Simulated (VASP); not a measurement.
BaTiO3:

```
CELL_PARAMETERS angstrom
3.99980 0.00000 0.00000
0.00000 3.99980 0.00000
0.00000 0.00000 4.01800
ATOMIC_POSITIONS crystal
Ba 0.00000 0.00000 0.00000
Ti 0.50000 0.50000 0.49000
O 0.50000 0.50000 0.01900
O 0.50000 0.00000 0.51700
O 0.00000 0.50000 0.51700
```

Program: VASP 6.6.1. Alike in all runs: task single point; potentials or basis VASP PAW PBE potentials, release 64 (Ba_sv, Ti_sv, O); no spin polarisation; cell as given; k mesh 6 × 6 × 6; cutoff (eV) 520; smearing gaussian 0.01 eV.

Problem. Order these runs on this cell by their band gap on the k mesh, lowest first.
A. level PBE
B. level PBE+U; U Ti d U = 6.0 eV
C. level PBE+U; U Ti d U = 1.5 eV
D. level PBE+U; U Ti d U = 4.5 eV
E. level PBE+U; U Ti d U = 3.0 eV

Solution. A (1.77 eV), C (1.94 eV), E (2.12 eV), D (2.31 eV), B (2.52 eV).

Caveats: spin-orbit coupling is left out, which moves the levels of the heavy elements.

A k mesh can miss the band edges.
